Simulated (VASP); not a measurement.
# Yb (Im-3m) in VASP: single point with PBE

Aim: the single point of Yb with PBE.

Program: VASP 6.6.1. These are calculated values, not measurements. Logs are shortened: lines on timing, memory, paths and dates and some standing lists are left out, and cuts for length are marked.

### Step 1. The cell of the first run

The structure is cubic, space group Im-3m (No. 229). The conventional cell has a = 4.303 Å, b = 4.303 Å, c = 4.303 Å, α = 90.00°, β = 90.00°, γ = 90.00°. Within 4.9 Å of Yb (site symmetry m-3m) lie 14 Yb at 3.73 to 4.30 Å.

This isn't the form of Yb at room conditions, which is fcc.

### Step 2. Single point, PBE

INCAR

```
PREC     = Accurate       # precision mode
ENCUT    = 600            # plane-wave cutoff, eV
EDIFF    = 1E-6           # SCF threshold, eV
ISMEAR   = 0              # smearing method
SIGMA    = 0.05           # smearing width, eV
LREAL    = False          # projectors in reciprocal space
LASPH    = True           # aspherical terms in the spheres
NELM     = 200            # most SCF steps
ALGO     = Normal         # electronic algorithm
ISIF     = 2              # what is computed and relaxed
LWAVE    = False          # write WAVECAR
LCHARG   = False          # write CHGCAR
GGA      = PE             # functional
NBANDS   = 31             # bands
GGA_COMPAT= False        
LMAXMIX  = 6              # l up to which the mixer works
```

KPOINTS

```
regular mesh
0
Gamma
  3 6 6
```

POSCAR

```
Yb
1.0
   -4.3029660000      4.3029660000      4.3029660000
    2.1514830000     -2.1514830000      2.1514830000
    2.1514830000      2.1514830000     -2.1514830000
Yb
2
Direct
    0.0000000000      0.0000000000      0.0000000000
    0.5000000000      0.0000000000      0.0000000000
```

Potentials or basis: VASP PAW PBE potentials, release 64 (Yb).

Command:

```bash
$ cat potpaw_PBE.64/Yb/POTCAR > POTCAR
$ mpirun -np 1 vasp_std > vasp.out
```

OUTCAR:

```text
PREC = Accurate
   ENCUT = 600
   EDIFF = 1E-6
   ISMEAR = 0
   LREAL = False
   LASPH = True
   NELM = 200
   ISIF = 2
   GGA = PE

 ion  position               nearest neighbor table
   1  0.000  0.000  0.000-   2 3.73   2 3.73   2 3.73   2 3.73
   2  0.500  0.000  0.000-   1 3.73   1 3.73   1 3.73   1 3.73

  LATTYP: Found a base centered orthorhombic cell.
 ALAT       =     4.3029660000
 B/A-ratio  =     1.4142135624
 C/A-ratio  =     1.4142135624

  Lattice vectors:

 A1 = (   2.1514830000,  -2.1514830000,   2.1514830000)
 A2 = (   2.1514830000,   2.1514830000,  -2.1514830000)
 A3 = (   0.0000000000,   4.3029660000,   4.3029660000)

Analysis of symmetry for initial positions (statically):
=====================================================================
 Subroutine PRICEL returns following result:

  LATTYP: Found a body centered cubic cell.
 ALAT       =     4.3029660000

  Lattice vectors:

 A1 = (  -2.1514830000,   2.1514830000,   2.1514830000)
 A2 = (   2.1514830000,  -2.1514830000,   2.1514830000)
 A3 = (   2.1514830000,   2.1514830000,  -2.1514830000)

   2 primitive cells build up your supercell.

 Routine SETGRP: Setting up the symmetry group for a
 base centered orthorhombic supercell.

 Subroutine GETGRP returns: Found  8 space group operations
 (whereof  8 operations were pure point group operations)
 out of a pool of  8 trial point group operations.

The static configuration has the point symmetry D_2h.

Analysis of symmetry for dynamics (positions and initial velocities):
=====================================================================
 Subroutine PRICEL returns following result:

  LATTYP: Found a body centered cubic cell.
 ALAT       =     4.3029660000

  Lattice vectors:

 A1 = (  -2.1514830000,   2.1514830000,   2.1514830000)
 A2 = (   2.1514830000,  -2.1514830000,   2.1514830000)
 A3 = (   2.1514830000,   2.1514830000,  -2.1514830000)

   2 primitive cells build up your supercell.

 Routine SETGRP: Setting up the symmetry group for a
 base centered orthorhombic supercell.

 Subroutine GETGRP returns: Found  8 space group operations
 (whereof  8 operations were pure point group operations)
 out of a pool of  8 trial point group operations.

The dynamic configuration has the point symmetry D_2h.

 Subroutine INISYM returns: Found  8 space group operations
 (whereof  8 operations are pure point group operations),
 and found     2 'primitive' translations

----------------------------------------------------------------------------------------

                                     Primitive cell

  volume of cell :      39.8358

  direct lattice vectors                    reciprocal lattice vectors
    -2.151483000  2.151483000  2.151483000     0.000000000  0.232397839  0.232397839
     2.151483000 -2.151483000  2.151483000     0.232397839  0.000000000  0.232397839
     2.151483000  2.151483000 -2.151483000     0.232397839  0.232397839  0.000000000

  length of vectors
     3.726477868  3.726477868  3.726477868     0.328660176  0.328660176  0.328660176

  position of ions in fractional coordinates (direct lattice)
     0.000000000  0.000000000  0.000000000

  ion indices of the primitive-cell ions
   primitive index   ion index
                 1           1

----------------------------------------------------------------------------------------

 KPOINTS: regular mesh

Automatic generation of k-mesh.
 Grid dimensions read from file:
 generate k-points for:    3    6    6

 Generating k-lattice:

  Cartesian coordinates                     Fractional coordinates (reciprocal lattice)
     0.000000000  0.038732973  0.038732973     0.333333333  0.000000000  0.000000000
     0.038732973  0.000000000  0.038732973     0.000000000  0.166666667  0.000000000
     0.038732973  0.038732973  0.000000000     0.000000000  0.000000000  0.166666667

  Length of vectors
     0.054776696  0.054776696  0.054776696

  Shift w.r.t. Gamma in fractional coordinates (k-lattice)
     0.000000000  0.000000000  0.000000000

 Subroutine IBZKPT returns following result:
 ===========================================

 Found     26 irreducible k-points:

 Following reciprocal coordinates:
            Coordinates               Weight
  0.000000  0.000000  0.000000      1.000000
  0.333333  0.000000  0.000000      2.000000
  0.000000  0.166667  0.000000      8.000000
  0.333333  0.166667 -0.000000      4.000000
  0.000000  0.333333  0.000000      8.000000
 -0.333333  0.333333  0.000000      4.000000
[... 16 lines left out ...]
  0.000000 -0.333333  0.333333      2.000000
  0.333333 -0.333333  0.333333      4.000000
 [... further k-points ...]
   k-points           NKPTS =     26   k-points in BZ     NKDIM =     26   number of bands    NBANDS=     31
   number of dos      NEDOS =    301   number of ions     NIONS =      2
   total plane-waves  NPLWV =  54000
   dimension x,y,z NGX =    60 NGY =   30 NGZ =   30
   dimension x,y,z NGXF=   120 NGYF=   60 NGZF=   60
   ions per type =               2
   NGX,Y,Z   is equivalent  to a cutoff of  13.38, 13.38, 13.38 a.u.
   NGXF,Y,Z  is equivalent  to a cutoff of  26.77, 26.77, 26.77 a.u.
 SYSTEM =  unknown system
   PREC   = accura    normal or accurate (medium, high low for compatibility)
   ISTART =      0    job   : 0-new  1-cont  2-samecut
   ICHARG =      2    charge: 1-file 2-atom 10-const
   ISPIN  =      1    spin polarized calculation?
   LNONCOLLINEAR =      F non collinear calculations
   LSORBIT =      F    spin-orbit coupling
   LASPH  =      T    aspherical Exc in radial PAW
   ENCUT  =  600.0 eV  44.10 Ry    6.64 a.u.  14.89  7.44  7.44*2*pi/ulx,y,z
   NELM   =    200;   NELMIN=  2; NELMDL= -5     # of ELM steps
   EDIFF  = 0.1E-05   stopping-criterion for ELM
   LREAL  =      F    real-space projection
   EDIFFG = 0.1E-04   stopping-criterion for IOM
   NSW    =      0    number of steps for IOM
   IBRION =     -1    ionic relax: 0-MD 1-quasi-New 2-CG
   NFREE  =      0    steps in history (QN), initial steepest desc. (CG)
   ISIF   =      2    stress and relaxation
   ISYM   =      2    0-nonsym 1-usesym 2-fastsym
   POTIM  = 0.5000    time-step for ionic-motion
   TEBEG  =    0.0;   TEEND  =   0.0 temperature during run
   PSTRESS=    0.0 pullay stress
   NELECT =      48.0000    total number of electrons
   NUPDOWN=      -1.0000    fix difference up-down
   EMIN   =  10.00;   EMAX   =-10.00  energy-range for DOS
   EFERMI =   0.00;   METHOD = LEGACY
   ISMEAR =     0;   SIGMA  =   0.05  broadening in eV -4-tet -1-fermi 0-gaus
   EFERMI_NEDOS =   21; number of points for ismear=-14 and -15
   IALGO  =     38    algorithm
   IMIX   =      4    mixing-type and parameters
     AMIX     =   0.40;   BMIX     =  1.00
     AMIX_MAG =   1.60;   BMIX_MAG =  1.00
  volume/ion in A,a.u.               =      39.84       268.83
  Fermi-wavevector in a.u.,A,eV,Ry     =   1.382677  2.612880 26.011550  1.911795
  Thomas-Fermi vector in A             =   2.507346
   LORBIT       =      0    0 simple, 1 ext, 2 COOP (PROOUT), +10 PAW based schemes
   GGA     = PE    functional components
   LHFCALC =     F    Hartree Fock is set to
   AEXX    =    0.0000 exact exchange contribution
   IVDW    =     0    specifies the selected vdW correction
   LEPSILON=     F    determine dielectric tensor
   LRPA    =     F    only Hartree local field effects (RPA)
 non-spin polarized calculation
 Gauss-broadening in eV      SIGMA  =   0.05
  energy-cutoff  :      600.00
  volume of cell :       79.67
 maximum number of plane-waves:      2682
   NGX = 29   NGY = 15   NGZ = 15

 number of electron      48.0000015 magnetization

 Free energy of the ion-electron system (eV)
  ---------------------------------------------------
  ext. energy  EPLUGINS =         0.00000000
  ---------------------------------------------------
  free energy    TOTEN  =        -7.05542487 eV

  energy without entropy =       -7.05218683  energy(sigma->0) =       -7.05380585

 E-fermi :   1.2352     XC(G=0):  -8.9994

 val. band max:        1.2277613294   @ k =   0.3333   0.5000   0.5000
 cond. band min:       1.3800058671   @ k =   0.0000   0.3333   0.3333
 fundamental gap:      0.1522445378
 Fermi energy:         1.2351945230

 k-point     1 :       0.0000    0.0000    0.0000
  band No.  band energies     occupation
      1     -50.5305      2.00000
      2     -50.5195      2.00000
      3     -23.0137      2.00000
      4     -22.8571      2.00000
      5     -22.7755      2.00000
      6     -22.7749      2.00000
[... 23 lines left out ...]
     30       5.4618      0.00000
     31       5.7942      0.00000

 k-point     2 :       0.3333    0.0000    0.0000
  band No.  band energies     occupation
      1     -50.5278      2.00000
      2     -50.5222      2.00000
      3     -22.9550      2.00000
      4     -22.8369      2.00000
      5     -22.8345      2.00000
      6     -22.7961      2.00000
[... 23 lines left out ...]
     30       5.4105      0.00000
     31       5.6119      0.00000

 k-point     3 :       0.0000    0.1667    0.0000
  band No.  band energies     occupation
      1     -50.5278      2.00000
      2     -50.5195      2.00000
      3     -22.9836      2.00000
      4     -22.8691      2.00000
      5     -22.8365      2.00000
      6     -22.7944      2.00000
[... 23 lines left out ...]
     30       5.4111      0.00000
     31       5.4217      0.00000

 k-point     4 :       0.3333    0.1667   -0.0000
  band No.  band energies     occupation
      1     -50.5236      2.00000
      2     -50.5236      2.00000
      3     -22.9172      2.00000
      4     -22.9172      2.00000
      5     -22.8206      2.00000
      6     -22.8206      2.00000
[... 635 lines left out ...]
     30       4.9643      0.00000
     31       5.5508      0.00000

 k-point    23 :       0.0000   -0.3333    0.3333
  band No.  band energies     occupation
      1     -50.5222      2.00000
      2     -50.5128      2.00000
      3     -22.9638      2.00000
      4     -22.9571      2.00000
      5     -22.9269      2.00000
      6     -22.9065      2.00000
[... 23 lines left out ...]
     30       5.6123      0.00000
     31       6.0860      0.00000

 k-point    24 :       0.3333   -0.3333    0.3333
  band No.  band energies     occupation
      1     -50.5199      2.00000
      2     -50.5152      2.00000
      3     -22.9463      2.00000
      4     -22.9332      2.00000
      5     -22.9046      2.00000
      6     -22.9028      2.00000
[... 23 lines left out ...]
     30       4.3459      0.00000
     31       4.8603      0.00000

 [... further k-points ...]

------------------------ aborting loop because EDIFF is reached ----------------------------------------

  FORCE on cell =-STRESS in cart. coord.  units (eV):
  Direction    XX          YY          ZZ          XY          YZ          ZX
  --------------------------------------------------------------------------------------
  -------------------------------------------------------------------------------------
  Total       -1.8714127     -1.6838370     -1.6838370      0.0000000      0.1215347      0.0000000
  in kB      -37.6336566    -33.8615550    -33.8615550      0.0000000      2.4440342      0.0000000
  external PRESSURE =     -35.1189222 kB  Pullay stress =       0.0000000 kB

 VOLUME and BASIS-vectors are now :
 -----------------------------------------------------------------------------
  energy-cutoff  :      600.00
  volume of cell :       79.67
      direct lattice vectors                 reciprocal lattice vectors
    -4.302966000  4.302966000  4.302966000     0.000000000  0.116198920  0.116198920
     2.151483000 -2.151483000  2.151483000     0.232397839  0.000000000  0.232397839
     2.151483000  2.151483000 -2.151483000     0.232397839  0.232397839  0.000000000

 POSITION                                       TOTAL-FORCE (eV/Angst)
 -----------------------------------------------------------------------------------
      0.00000      0.00000      0.00000        -0.000000      0.000000     -0.000000
     -2.15148      2.15148      2.15148         0.000000     -0.000000      0.000000
 -----------------------------------------------------------------------------------
    total drift:                               -0.000000     -0.000000      0.000000

  FREE ENERGIE OF THE ION-ELECTRON SYSTEM (eV)
  ---------------------------------------------------
  free  energy   TOTEN  =        -7.0554248715 eV

  energy  without entropy=       -7.0521868332  energy(sigma->0) =       -7.05380585
```

Run time: 5.6 min. Hardware: 1 thread of Intel Xeon Platinum 8259CL at 2.50GHz (Skylake/Cascade Lake), shared host; peak memory 0.28 GiB.

What came out:

```yaml
Free_energy: -7.0554 eV
Pressure: -3.5 GPa
Band_gap_on_the_k_mesh: zero (bands 24 and 25 overlap by 0.39 eV)
```

Caveat: the cell stands under tension; spin-orbit coupling is left out, which moves the levels of the heavy elements.
